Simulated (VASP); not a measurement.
# NaI (Fm-3m) in VASP: further runs

The runs below take NaI through electric field gradients, with PBE.

Program: VASP 6.6.1. These are calculated values, not measurements. Logs are shortened: lines on timing, memory, paths and dates and some standing lists are left out, and cuts for length are marked.

## Step 1: The cell of the first run

Symmetry: Fm-3m, No. 225, cubic system. The conventional cell has a = 6.437 Å, b = 6.437 Å, c = 6.437 Å, α = 90.00°, β = 90.00°, γ = 90.00°. Within 4.2 Å of Na (site symmetry m-3m) lie 6 I at 3.22 Å. Within 4.2 Å of I (site symmetry m-3m) lie 6 Na at 3.22 Å.

## Step 2: Electric field gradients, PBE

INCAR

```
SYSTEM = NaI
PREC = Accurate
ENCUT = 520
EDIFF = 1E-8
ISMEAR = -1
SIGMA = 0.02
LREAL = .False.
LASPH = .True.
NELM = 100
ALGO = Normal
ISIF = 2
LWAVE = .False.
LCHARG = .False.
GGA = PE
LEFG = .True.
NBANDS = 14
```

KPOINTS

```
regular mesh
0
Gamma
  8 8 8
  0 0 0
```

POSCAR

```
NaI
1.0
    0.0000000000      3.2186566863      3.2186566863
    3.2186566863      0.0000000000      3.2186566863
    3.2186566863      3.2186566863      0.0000000000
Na I
1 1
Direct
    0.0000000000      0.0000000000      0.0000000000
    0.5000000000      0.5000000000      0.5000000000
```

Potentials or basis: VASP PAW PBE potentials, release 64 (Na_pv, I).

The run is started by

```bash
$ cat potpaw_PBE.64/Na_pv/POTCAR potpaw_PBE.64/I/POTCAR > POTCAR
$ mpirun -np 1 vasp_std > vasp.out
```

OUTCAR:

```text
SYSTEM = NaI
   PREC = Accurate
   ENCUT = 520
   EDIFF = 1E-8
   ISMEAR = -1
   LREAL = .False.
   LASPH = .True.
   NELM = 100
   ISIF = 2
   GGA = PE

 ion  position               nearest neighbor table
   1  0.000  0.000  0.000-
   2  0.500  0.500  0.500-

  LATTYP: Found a face centered cubic cell.
 ALAT       =     6.4373133726

  Lattice vectors:

 A1 = (   0.0000000000,   3.2186566863,   3.2186566863)
 A2 = (   3.2186566863,   0.0000000000,   3.2186566863)
 A3 = (   3.2186566863,   3.2186566863,   0.0000000000)

Analysis of symmetry for initial positions (statically):
=====================================================================
 Subroutine PRICEL returns:
 Original cell was already a primitive cell.

 Routine SETGRP: Setting up the symmetry group for a
 face centered cubic supercell.

 Subroutine GETGRP returns: Found 48 space group operations
 (whereof 48 operations were pure point group operations)
 out of a pool of 48 trial point group operations.

The static configuration has the point symmetry O_h .

Analysis of symmetry for dynamics (positions and initial velocities):
=====================================================================
 Subroutine PRICEL returns:
 Original cell was already a primitive cell.

 Routine SETGRP: Setting up the symmetry group for a
 face centered cubic supercell.

 Subroutine GETGRP returns: Found 48 space group operations
 (whereof 48 operations were pure point group operations)
 out of a pool of 48 trial point group operations.

The dynamic configuration has the point symmetry O_h .

 Subroutine INISYM returns: Found 48 space group operations
 (whereof 48 operations are pure point group operations),
 and found     1 'primitive' translations

----------------------------------------------------------------------------------------

                                     Primitive cell

  volume of cell :      66.6890

  direct lattice vectors                    reciprocal lattice vectors
     0.000000000  3.218656686  3.218656686    -0.155344309  0.155344309  0.155344309
     3.218656686  0.000000000  3.218656686     0.155344309 -0.155344309  0.155344309
     3.218656686  3.218656686  0.000000000     0.155344309  0.155344309 -0.155344309

[... 134 lines left out ...]
 cond. band min:       4.6077434303   @ k =   0.0000   0.0000   0.0000
 fundamental gap:      3.6852637541
 Fermi energy:         1.3338102523

 k-point     1 :       0.0000    0.0000    0.0000
  band No.  band energies     occupation
      1     -21.4976      2.00000
      2     -21.4976      2.00000
      3     -21.4976      2.00000
      4     -10.1381      2.00000
      5       0.9225      2.00000
      6       0.9225      2.00000
      7       0.9225      2.00000
      8       4.6077      0.00000
      9       8.8520      0.00000
     10       8.8520      0.00000
     11       8.8520      0.00000
     12      10.6974      0.00000
     13      10.6974      0.00000
     14      11.3695      0.00000
[... 377 lines left out ...]
      1     -21.5023      2.00000
      2     -21.4993      2.00000
      3     -21.4984      2.00000
      4      -9.7639      2.00000
      5      -1.0369      2.00000
      6      -0.0175      2.00000
      7       0.4208      2.00000
      8       7.0780      0.00000
      9       7.2462      0.00000
     10       9.2223      0.00000
     11       9.2554      0.00000
     12      11.4584      0.00000
     13      12.4458      0.00000
     14      13.6815      0.00000

 [... further k-points ...]

------------------------ aborting loop because EDIFF is reached ----------------------------------------

  FORCE on cell =-STRESS in cart. coord.  units (eV):
  Direction    XX          YY          ZZ          XY          YZ          ZX
  --------------------------------------------------------------------------------------
  -------------------------------------------------------------------------------------
  Total        0.3017505      0.3017505      0.3017505      0.0000000     -0.0000000      0.0000000
  in kB        7.2494425      7.2494425      7.2494425      0.0000000     -0.0000000      0.0000000
  external PRESSURE =       7.2494425 kB  Pullay stress =       0.0000000 kB

 VOLUME and BASIS-vectors are now :
 -----------------------------------------------------------------------------
  energy-cutoff  :      520.00
  volume of cell :       66.69
      direct lattice vectors                 reciprocal lattice vectors
     0.000000000  3.218656686  3.218656686    -0.155344309  0.155344309  0.155344309
     3.218656686  0.000000000  3.218656686     0.155344309 -0.155344309  0.155344309
     3.218656686  3.218656686  0.000000000     0.155344309  0.155344309 -0.155344309

 POSITION                                       TOTAL-FORCE (eV/Angst)
 -----------------------------------------------------------------------------------
      0.00000      0.00000      0.00000         0.000000     -0.000000     -0.000000
      3.21866      3.21866      3.21866        -0.000000      0.000000      0.000000
 -----------------------------------------------------------------------------------
    total drift:                                0.000000      0.000000      0.000000

  FREE ENERGIE OF THE ION-ELECTRON SYSTEM (eV)
  ---------------------------------------------------
  free  energy   TOTEN  =        -5.3810264686 eV

  energy  without entropy=       -5.3810264686  energy(sigma->0) =       -5.38102647

 Electric field gradients (V/A^2)
---------------------------------------------------------------------
 ion       V_xx      V_yy      V_zz      V_xy      V_xz      V_yz
---------------------------------------------------------------------
   1      -0.000    -0.000     0.000     0.003     0.003     0.003
   2       0.000     0.000    -0.000    -0.000    -0.000    -0.000
---------------------------------------------------------------------

 Electric field gradients after diagonalization (V/A^2)
 (convention: |V_zz| > |V_xx| > |V_yy|)
----------------------------------------------------------------------
 ion       V_xx      V_yy      V_zz     asymmetry (V_yy - V_xx)/ V_zz
----------------------------------------------------------------------
   1      -0.003    -0.003     0.007       0.000
   2       0.000     0.000    -0.000       0.000
----------------------------------------------------------------------

           NMR quadrupolar parameters

 Cq : quadrupolar parameter    Cq=e*Q*V_zz/h
 eta: asymmetry parameters     (V_yy - V_xx)/ V_zz
 Q  : nuclear electric quadrupole moment in mb (millibarn)
----------------------------------------------------------------------
 ion       Cq(MHz)       eta       Q (mb)
----------------------------------------------------------------------
   1       0.000       0.000       1.000
   2      -0.000       0.000       1.000
----------------------------------------------------------------------
```

stdout:

```text
POSCAR found type information on POSCAR NaI
 POSCAR found :  2 types and       2 ions
 scaLAPACK will be used
 LDA part: xc-table for (Slater+PW92), standard interpolation
 POSCAR, INCAR and KPOINTS ok, starting setup
 FFT: planning ... GRIDC
 FFT: planning ... GRID_SOFT
 FFT: planning ... GRID
 WAVECAR not read
 entering main loop
ion   1

ion   2
```

Run time: 53 s. Hardware: 1 thread of AMD EPYC 7R13 (Zen 3), shared host; peak memory 0.17 GiB.

Results:

| Quantity | Value |
| --- | --- |
| Free energy | -5.3810 eV |
| Pressure | 0.7 GPa |
| Band gap on the k mesh | 3.69 eV, direct |

Levels at points of the mesh, in eV from the valence-band top:
```csv
k point,band 4,band 5,band 6,band 7,band 8,band 9,band 10,band 11
"(0.00, 0.00, 0.00)",-11.06,0.00,0.00,0.00,3.69,7.93,7.93,7.93
"(0.50, 0.00, 0.00)",-10.73,-2.24,-0.29,-0.29,5.10,7.46,7.46,8.85
"(0.50, 0.50, 0.00)",-10.65,-1.96,-0.77,-0.77,4.51,5.52,9.98,11.40
```

Caveat: without QUAD_EFG the Cq values of the log hold for a quadrupole moment of 1 mb, not for the nuclei; spin-orbit coupling is left out, which moves the levels of the heavy elements. As with any semilocal functional, this PBE gap is likely too small.

## Step 3: Electric field gradients, PBE

This run uses another cell than the first one: it holds 16 atoms, not 2.

INCAR

```
SYSTEM = NaI
ALGO     = Normal         ! electronic algorithm
EDIFF    = 1E-8           ! SCF threshold, eV
ENCUT    = 520            ! plane-wave cutoff, eV
GGA      = PE             ! functional
ISIF     = 2              ! what is computed and relaxed
ISMEAR   = 0              ! smearing method
LASPH    = .TRUE.         ! aspherical terms in the spheres
LCHARG   = .FALSE.        ! write CHGCAR
LEFG     = .TRUE.       
LREAL    = Auto         
LWAVE    = .FALSE.        ! write WAVECAR
NBANDS   = 70             ! bands
NELM     = 60             ! most SCF steps
PREC     = Accurate       ! precision mode
SIGMA    = 0.01           ! smearing width, eV
```

KPOINTS

```
k-points
0
G
  3 3 3
  0 0 0
```

POSCAR

```
NaI
1.0
    0.0000000000      6.4373133726      6.4373133726
    6.4373133726      0.0000000000      6.4373133726
    6.4373133726      6.4373133726      0.0000000000
Na I
8 8
Direct
    0.0000000000      0.0000000000      0.0000000000
    0.0000000000      0.0000000000      0.5000000000
    0.0000000000      0.5000000000      0.0000000000
    0.0000000000      0.5000000000      0.5000000000
    0.5000000000      0.0000000000      0.0000000000
    0.5000000000      0.0000000000      0.5000000000
    0.5000000000      0.5000000000      0.0000000000
    0.5000000000      0.5000000000      0.5000000000
    0.2500000000      0.2500000000      0.2500000000
    0.2500000000      0.2500000000      0.7500000000
    0.2500000000      0.7500000000      0.2500000000
    0.2500000000      0.7500000000      0.7500000000
    0.7500000000      0.2500000000      0.2500000000
    0.7500000000      0.2500000000      0.7500000000
    0.7500000000      0.7500000000      0.2500000000
    0.7500000000      0.7500000000      0.7500000000
```

Potentials or basis: VASP PAW PBE potentials, release 64 (Na_pv, I).

The run is started by

```bash
$ cat potpaw_PBE.64/Na_pv/POTCAR potpaw_PBE.64/I/POTCAR > POTCAR
$ mpirun -np 1 vasp_std > vasp.out
```

OUTCAR:

```text
SYSTEM = NaI
   EDIFF = 1E-8
   ENCUT = 520
   GGA = PE
   ISIF = 2
   ISMEAR = 0
   LASPH = .TRUE.
   LREAL = Auto
   NELM = 60
   PREC = Accurate

 ion  position               nearest neighbor table
   1  0.000  0.000  0.000-
   2  0.000  0.000  0.500-
   3  0.000  0.500  0.000-
   4  0.000  0.500  0.500-
   5  0.500  0.000  0.000-
   6  0.500  0.000  0.500-
[... 8 lines left out ...]
  15  0.750  0.750  0.250-
  16  0.750  0.750  0.750-
[... 6 lines left out ...]
 A1 = (   0.0000000000,   6.4373133726,   6.4373133726)
 A2 = (   6.4373133726,   0.0000000000,   6.4373133726)
 A3 = (   6.4373133726,   6.4373133726,   0.0000000000)

Analysis of symmetry for initial positions (statically):
=====================================================================
 Subroutine PRICEL returns following result:

  LATTYP: Found a face centered cubic cell.
 ALAT       =     6.4373133726

  Lattice vectors:

 A1 = (   0.0000000000,   3.2186566863,   3.2186566863)
 A2 = (   3.2186566863,   0.0000000000,   3.2186566863)
 A3 = (   3.2186566863,   3.2186566863,   0.0000000000)

[... 492 lines left out ...]

  FREE ENERGIE OF THE ION-ELECTRON SYSTEM (eV)
  ---------------------------------------------------
  free  energy   TOTEN  =       -43.0519904750 eV

  energy  without entropy=      -43.0519904750  energy(sigma->0) =      -43.05199048

 Electric field gradients (V/A^2)
---------------------------------------------------------------------
 ion       V_xx      V_yy      V_zz      V_xy      V_xz      V_yz
---------------------------------------------------------------------
   1       0.000     0.000    -0.000     0.001     0.001     0.001
   2       0.000     0.000    -0.000     0.001     0.001     0.001
   3       0.000     0.000    -0.000     0.001     0.001     0.001
   4       0.000     0.000    -0.000     0.001     0.001     0.001
   5       0.000     0.000    -0.000     0.001     0.001     0.001
   6       0.000     0.000    -0.000     0.001     0.001     0.001
[... 8 lines left out ...]
  15       0.000     0.000    -0.000    -0.000    -0.000    -0.000
  16       0.000     0.000    -0.000    -0.000    -0.000    -0.000
---------------------------------------------------------------------

 Electric field gradients after diagonalization (V/A^2)
 (convention: |V_zz| > |V_xx| > |V_yy|)
----------------------------------------------------------------------
 ion       V_xx      V_yy      V_zz     asymmetry (V_yy - V_xx)/ V_zz
----------------------------------------------------------------------
   1      -0.001    -0.001     0.002       0.000
   2      -0.001    -0.001     0.002       0.000
   3      -0.001    -0.001     0.002       0.000
   4      -0.001    -0.001     0.002       0.000
   5      -0.001    -0.001     0.002       0.000
   6      -0.001    -0.001     0.002       0.000
[... 8 lines left out ...]
  15       0.000     0.000    -0.000       0.000
  16       0.000     0.000    -0.000       0.000
----------------------------------------------------------------------

           NMR quadrupolar parameters

 Cq : quadrupolar parameter    Cq=e*Q*V_zz/h
 eta: asymmetry parameters     (V_yy - V_xx)/ V_zz
 Q  : nuclear electric quadrupole moment in mb (millibarn)
----------------------------------------------------------------------
 ion       Cq(MHz)       eta       Q (mb)
----------------------------------------------------------------------
   1       0.000       0.000       1.000
   2       0.000       0.000       1.000
   3       0.000       0.000       1.000
   4       0.000       0.000       1.000
   5       0.000       0.000       1.000
   6       0.000       0.000       1.000
[... 8 lines left out ...]
  15      -0.000       0.000       1.000
  16      -0.000       0.000       1.000
----------------------------------------------------------------------
```

It used 1100 s of CPU time on 1 thread of AMD EPYC 7R13 Processor (Zen 3), with other jobs on the host.

Results:

* Free energy: -43.0520 eV
* Pressure: 0.7 GPa
* Band gap on the k mesh: 3.69 eV

Caveat: without QUAD_EFG the Cq values of the log hold for a quadrupole moment of 1 mb, not for the nuclei; spin-orbit coupling is left out, which moves the levels of the heavy elements.
